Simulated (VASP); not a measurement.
# BaO (I4/mmm) in VASP: G0W0 quasiparticle levels with PBEsol

Aim: the G0W0 quasiparticle levels of BaO with PBEsol.

All numbers are computed with VASP 6.6.1; they aren't measurements. Logs are shortened: lines on timing, memory, paths and dates and some standing lists are left out, and cuts for length are marked.

### 1 The cell of the first run

It takes space group I4/mmm (No. 139, tetragonal). Conventional cell: a = 3.843 Å, b = 3.843 Å, c = 5.531 Å, α = 90.00°, β = 90.00°, γ = 90.00°. Ba (site symmetry 4/mmm) has 6 O at 2.72 to 2.77 Å within 3.6 Å. Within 3.6 Å of O (site symmetry 4/mmm) lie 6 Ba at 2.72 to 2.77 Å.

### 2 G0W0 quasiparticle levels, PBEsol

Contents of POSCAR:

```
BaO
1.0
    0.0000000000      2.7176118866      2.7657308867
    2.7176118866      0.0000000000      2.7657308867
    2.7176118866      2.7176118866      0.0000000000
Ba O
1 1
Direct
    0.0000000000      0.0000000000      0.0000000000
    0.5000000000      0.5000000000      0.5000000000
```

Contents of INCAR.step1:

```
ALGO = Normal
EDIFF = 1E-8
ENCUT = 500
GGA = PS
ISMEAR = 0
LASPH = True
LCHARG = False
LREAL = False
LWAVE = True
NELM = 80
PREC = Accurate
SIGMA = 0.01
```

Contents of INCAR.step2:

```
ALGO = Exact
EDIFF = 1E-8
ENCUT = 500
GGA = PS
ISMEAR = 0
ISTART = 1
LASPH = True
LCHARG = False
LOPTICS = True
LREAL = False
LWAVE = True
NBANDS = 232
NELM = 1
PREC = Accurate
SIGMA = 0.01
```

Contents of INCAR.step3:

```
ALGO = EVGW0
EDIFF = 1E-8
ENCUT = 500
ENCUTGW = 180.0
GGA = PS
ISMEAR = 0
ISTART = 1
LASPH = True
LCHARG = False
LREAL = False
LWAVE = False
NBANDS = 232
NBANDSGW = 16
NELMGW = 1
NOMEGA = 96
OMEGAMAX = 20
PREC = Accurate
PRECFOCK = Fast
SIGMA = 0.01
```

Contents of KPOINTS:

```
k-points
0
Gamma
  4 4 4
```

Potentials or basis: VASP PAW PBE potentials, release 64 (Ba_sv_GW, O_GW).

Launch:

```
$ cat potpaw_PBE.64/Ba_sv_GW/POTCAR potpaw_PBE.64/O_GW/POTCAR > POTCAR
$ cp INCAR.step1 INCAR
$ mpirun -np 1 vasp_std > vasp.out
$ cp INCAR.step2 INCAR
$ mpirun -np 1 vasp_std > vasp.out
$ cp INCAR.step3 INCAR
$ mpirun -np 1 vasp_std > vasp.out
```

OUTCAR:

```text
EDIFF = 1E-8
   ENCUT = 500
   ENCUTGW = 180.0
   GGA = PS
   ISMEAR = 0
   ISTART = 1
   LASPH = True
   LREAL = False
   NELMGW = 1
   PREC = Accurate
   PRECFOCK = Fast

 ion  position               nearest neighbor table
   1  0.000  0.000  0.000-
   2  0.500  0.500  0.500-

  LATTYP: Found a body centered tetragonal cell.
 ALAT       =     3.8432835873
 C/A-ratio  =     1.4392541294

  Lattice vectors:

 A1 = (  -2.7176118866,   0.0000000000,   2.7657308867)
 A2 = (   2.7176118866,   0.0000000000,   2.7657308867)
 A3 = (   0.0000000000,   2.7176118866,  -2.7657308867)

Analysis of symmetry for initial positions (statically):
=====================================================================
 Subroutine PRICEL returns:
 Original cell was already a primitive cell.

 Routine SETGRP: Setting up the symmetry group for a
 body centered tetragonal supercell.

 Subroutine GETGRP returns: Found 16 space group operations
 (whereof 16 operations were pure point group operations)
 out of a pool of 16 trial point group operations.

The static configuration has the point symmetry D_4h.

Analysis of symmetry for dynamics (positions and initial velocities):
=====================================================================
 Subroutine PRICEL returns:
 Original cell was already a primitive cell.

 Routine SETGRP: Setting up the symmetry group for a
 body centered tetragonal supercell.

 Subroutine GETGRP returns: Found 16 space group operations
 (whereof 16 operations were pure point group operations)
 out of a pool of 16 trial point group operations.

The dynamic configuration has the point symmetry D_4h.

 Subroutine INISYM returns: Found 16 space group operations
 (whereof 16 operations are pure point group operations),
 and found     1 'primitive' translations

----------------------------------------------------------------------------------------

                                     Primitive cell

  volume of cell :      40.8521

  direct lattice vectors                    reciprocal lattice vectors
     0.000000000  2.717611887  2.765730887    -0.183985065  0.183985065  0.180784039
     2.717611887  0.000000000  2.765730887     0.183985065 -0.183985065  0.180784039
     2.717611887  2.717611887  0.000000000     0.183985065  0.183985065 -0.180784039

  length of vectors
     3.877458150  3.877458150  3.843283587     0.316834148  0.316834148  0.316834148

  position of ions in fractional coordinates (direct lattice)
     0.000000000  0.000000000  0.000000000
     0.500000000  0.500000000  0.500000000

  ion indices of the primitive-cell ions
   primitive index   ion index
                 1           1
                 2           2

----------------------------------------------------------------------------------------

 KPOINTS: k-points

Automatic generation of k-mesh.
 Grid dimensions read from file:
 generate k-points for:    4    4    4

 Generating k-lattice:

  Cartesian coordinates                     Fractional coordinates (reciprocal lattice)
    -0.045996266  0.045996266  0.045196010     0.250000000  0.000000000  0.000000000
     0.045996266 -0.045996266  0.045196010     0.000000000  0.250000000  0.000000000
     0.045996266  0.045996266 -0.045196010     0.000000000  0.000000000  0.250000000

  Length of vectors
     0.079208537  0.079208537  0.079208537

  Shift w.r.t. Gamma in fractional coordinates (k-lattice)
     0.000000000  0.000000000  0.000000000

 Subroutine IBZKPT returns following result:
 ===========================================

 Found     13 irreducible k-points:

 Following reciprocal coordinates:
            Coordinates               Weight
  0.000000  0.000000  0.000000      1.000000
  0.250000  0.000000  0.000000      8.000000
  0.500000  0.000000  0.000000      4.000000
  0.250000  0.250000  0.000000      2.000000
  0.500000  0.250000  0.000000      8.000000
 -0.250000  0.250000  0.000000      4.000000
  0.500000  0.500000  0.000000      1.000000
  0.250000  0.000000  0.250000      4.000000
  0.500000  0.000000  0.250000     16.000000
 -0.250000  0.000000  0.250000      8.000000
 -0.250000  0.500000  0.250000      4.000000
  0.500000  0.000000  0.500000      2.000000
 -0.250000  0.250000  0.500000      2.000000
   k-points           NKPTS =     13   k-points in BZ     NKDIM =     64   number of bands    NBANDS=    232
   number of dos      NEDOS =    301   number of ions     NIONS =      2
   total plane-waves  NPLWV =  21952
   dimension x,y,z NGX =    28 NGY =   28 NGZ =   28
   dimension x,y,z NGXF=    56 NGYF=   56 NGZF=   56
   ions per type =               1   1
   NGX,Y,Z   is equivalent  to a cutoff of  12.00, 12.00, 12.11 a.u.
   NGXF,Y,Z  is equivalent  to a cutoff of  24.01, 24.01, 24.22 a.u.
 SYSTEM =  unknown system
   PREC   = accura    normal or accurate (medium, high low for compatibility)
   ISTART =      1    job   : 0-new  1-cont  2-samecut
   ICHARG =      0    charge: 1-file 2-atom 10-const
   ISPIN  =      1    spin polarized calculation?
   LNONCOLLINEAR =      F non collinear calculations
   LSORBIT =      F    spin-orbit coupling
   LASPH  =      T    aspherical Exc in radial PAW
   ENCUT  =  500.0 eV  36.75 Ry    6.06 a.u.   7.07  7.07  7.01*2*pi/ulx,y,z
   NELM   =     60;   NELMIN=  2; NELMDL=  0     # of ELM steps
   EDIFF  = 0.1E-07   stopping-criterion for ELM
   LREAL  =      F    real-space projection
   EDIFFG = 0.1E-06   stopping-criterion for IOM
   NSW    =      0    number of steps for IOM
   IBRION =     -1    ionic relax: 0-MD 1-quasi-New 2-CG
   NFREE  =      0    steps in history (QN), initial steepest desc. (CG)
   ISIF   =      0    stress and relaxation
   ISYM   =      3    0-nonsym 1-usesym 2-fastsym
   POTIM  = 0.5000    time-step for ionic-motion
   TEBEG  =    0.0;   TEEND  =   0.0 temperature during run
   PSTRESS=    0.0 pullay stress
   NELECT =      16.0000    total number of electrons
   NUPDOWN=      -1.0000    fix difference up-down
   EMIN   =  10.00;   EMAX   =-10.00  energy-range for DOS
   EFERMI =   0.00;   METHOD = LEGACY
   ISMEAR =     0;   SIGMA  =   0.01  broadening in eV -4-tet -1-fermi 0-gaus
   EFERMI_NEDOS =   21; number of points for ismear=-14 and -15
   IALGO  =     38    algorithm
   IMIX   =      4    mixing-type and parameters
     AMIX     =   0.40;   BMIX     =  1.00
     AMIX_MAG =   1.60;   BMIX_MAG =  1.00
  volume/ion in A,a.u.               =      20.43       137.84
  Fermi-wavevector in a.u.,A,eV,Ry     =   1.197779  2.263473 19.519920  1.434674
  Thomas-Fermi vector in A             =   2.333685
   LORBIT       =      0    0 simple, 1 ext, 2 COOP (PROOUT), +10 PAW based schemes
   GGA     = PS    functional components
   LHFCALC =     T    Hartree Fock is set to
   PRECFOCK=fast      Normal, Fast or Accurate (Low or Medium for compatibility)
   ENCUT4O =  -1.0   cutoff for four orbital integrals eV
   NKREDX  =     1    reduce k-point grid by
   NKREDY  =     1    reduce k-point grid by
   NKREDZ  =     1    reduce k-point grid by
   AEXX    =    1.0000 exact exchange contribution
   HFSCREEN=    0.0000 screening length (either q_TF or 0.3 A-1)
   HFSCREENC=   0.0000 screening length for correlation (either q_TF or 0.3 A-1)
   ENCUTFOCK=  -1.0 apply spherical cutoff to Coloumb kernel
   IVDW    =     0    specifies the selected vdW correction
   LEPSILON=     F    determine dielectric tensor
   LRPA    =     F    only Hartree local field effects (RPA)
   LRPAFORCE           =     F    calculate RPA forces
   ENCUTGW             = 180.0    cutoff for response function in eV
   ENCUTGWSOFT         = 144.0    soft cutoff for Coulomb kernel in GW response function in eV
   ENCUTLF             =  -1.0    cutoff for local field effects
   NELMGW              =     1    number of iterations in solving QP/BSE equation
   NELMHF              =     1    number of iterations in the inner HF iteration
   NKREDLFX            =     1    NKREDLFY  =   1   NKREDLFZ  =   1
 non-spin polarized calculation
 Gauss-broadening in eV      SIGMA  =   0.01
  energy-cutoff  :      500.00
  volume of cell :       40.85
 maximum number of plane-waves:      1044
  NGX = 16; NGY = 16; NGZ = 16
   NGX = 15   NGY = 15   NGZ = 13
 maximum number of plane-waves:       231

 QP shifts <psi_nk| G(iteration)W_0 |psi_nk>: iteration 1
 for sc-GW calculations column KS-energies equals QP-energies in previous step
 and V_xc(KS)=  KS-energies - (<T + V_ion + V_H > + <T+V_H+V_ion>^1  + <V_x>^1)

 k-point   1 :       0.0000    0.0000    0.0000
  band No.  KS-energies  QP-energies   sigma(KS)   V_xc(KS)     V^pw_x(r,r')   Z            occupation Imag(sigma)

      1     -21.1929     -22.2088     -16.7013     -15.0899     -24.4528       0.6305       2.0000       1.4128
      2     -10.4859     -11.8565     -21.5380     -19.2943     -30.6231       0.6109       2.0000       0.6198
      3      -5.6108      -7.2410     -16.4680     -14.3842     -19.3453       0.7823       2.0000       0.1419
      4      -5.6108      -7.2410     -16.4680     -14.3842     -19.3453       0.7823       2.0000       0.1419
      5      -5.6108      -7.2410     -16.4680     -14.3842     -19.3453       0.7823       2.0000       0.1419
      6       3.9299       3.1654     -19.0361     -17.9716     -23.0598       0.7182       2.0000       0.0738
[... 8 lines left out ...]
     15      11.9522      13.9274      -7.6581     -10.1611      -2.1303       0.7891       0.0000      -0.1443
     16      15.1912      19.4679      -9.8065     -15.5107      -3.1766       0.7497       0.0000      -0.1419

 k-point   2 :       0.2500    0.0000    0.0000
  band No.  KS-energies  QP-energies   sigma(KS)   V_xc(KS)     V^pw_x(r,r')   Z            occupation Imag(sigma)

      1     -21.0413     -22.1334     -16.8013     -15.1777     -24.4484       0.6726       2.0000       1.3980
      2     -10.9103     -12.2272     -20.6869     -18.5298     -29.6583       0.6105       2.0000       0.6096
      3      -5.7549      -7.3877     -16.8415     -14.7518     -20.0114       0.7814       2.0000       0.1744
      4      -5.6808      -7.3071     -16.4708     -14.3845     -19.3796       0.7795       2.0000       0.1386
      5      -5.6635      -7.2936     -16.3979     -14.3137     -19.2601       0.7821       2.0000       0.1338
      6       3.0447       2.2217     -17.0729     -15.9190     -20.8403       0.7132       2.0000       0.0855
[... 8 lines left out ...]
     15      13.9765      17.0408      -8.8559     -12.8455      -2.7833       0.7681       0.0000      -0.1486
     16      14.9336      19.0432      -9.4765     -14.8960      -2.9698       0.7583       0.0000      -0.1351

 k-point   3 :       0.5000    0.0000    0.0000
  band No.  KS-energies  QP-energies   sigma(KS)   V_xc(KS)     V^pw_x(r,r')   Z            occupation Imag(sigma)

      1     -20.8801     -22.0295     -16.9066     -15.2769     -24.4447       0.7053       2.0000       1.3620
      2     -11.3373     -12.6695     -19.9344     -17.8396     -28.8260       0.6359       2.0000       0.6515
      3      -5.8832      -7.5253     -17.1594     -15.0550     -20.5827       0.7803       2.0000       0.2071
      4      -5.7468      -7.3962     -16.5027     -14.4002     -19.4376       0.7845       2.0000       0.1414
      5      -5.7130      -7.3600     -16.3429     -14.2412     -19.1599       0.7837       2.0000       0.1263
      6       2.3686       1.5070     -16.0434     -14.8228     -19.8053       0.7059       2.0000       0.1025
[... 174 lines left out ...]
      1     -20.7918     -21.9891     -16.9517     -15.3420     -24.4771       0.7437       2.0000       1.3677
      2     -10.7205     -12.0792     -21.3768     -19.1415     -30.6327       0.6078       2.0000       0.6241
      3      -7.3130      -8.9654     -15.4132     -13.2645     -18.9694       0.7690       2.0000       0.2937
      4      -6.3321      -7.9248     -16.0647     -13.9475     -19.2446       0.7523       2.0000       0.1997
      5      -6.2711      -7.8803     -16.0702     -13.9470     -19.1791       0.7579       2.0000       0.1878
      6       4.2052       3.4414     -19.2568     -18.2035     -23.1343       0.7252       2.0000       0.0693
[... 8 lines left out ...]
     15      14.5150      18.3800      -9.1818     -14.2301      -2.7561       0.7656       0.0000      -0.1309
     16      14.5323      15.5745     -10.5258     -11.8638      -5.3235       0.7789       0.0000      -0.2311

 k-point  13 :      -0.2500    0.2500    0.5000
  band No.  KS-energies  QP-energies   sigma(KS)   V_xc(KS)     V^pw_x(r,r')   Z            occupation Imag(sigma)

      1     -20.7860     -21.9874     -16.9561     -15.3435     -24.4698       0.7450       2.0000       1.3592
      2     -10.9162     -12.2659     -20.9110     -18.7251     -30.0682       0.6175       2.0000       0.6265
      3      -6.8578      -8.4548     -15.6757     -13.5496     -19.0568       0.7512       2.0000       0.2434
      4      -6.8578      -8.4548     -15.6757     -13.5496     -19.0568       0.7512       2.0000       0.2434
      5      -5.7385      -7.3778     -16.7136     -14.6111     -19.7468       0.7797       2.0000       0.1499
      6       3.0402       2.2047     -17.8598     -16.6884     -21.9525       0.7132       2.0000       0.0906
[... 8 lines left out ...]
     15      14.8231      15.8704     -10.6513     -12.0153      -5.3959       0.7678       0.0000      -0.2450
     16      15.0029      17.2620     -10.5909     -13.5254      -4.9974       0.7699       0.0000      -0.1303
```

Run time: 11 min. Hardware: 1 thread of AMD EPYC 7R13 (Zen 3), shared host; peak memory 0.58 GiB.

Results:

| Quantity | Value |
| --- | --- |
| Quasiparticle gap | 3.06 eV |
| Least direct quasiparticle gap | 3.06 eV |
| Band gap of the starting levels on the mesh | 1.73 eV |
| Least direct gap of the starting levels on the mesh | 1.73 eV |

Caveat: the k points lie up to 0.50 Å⁻¹ apart; bands, screening cutoff and mesh are small and nothing is extrapolated, so the quasiparticle values aren't converged; spin-orbit coupling is left out, which moves the levels of the heavy elements.
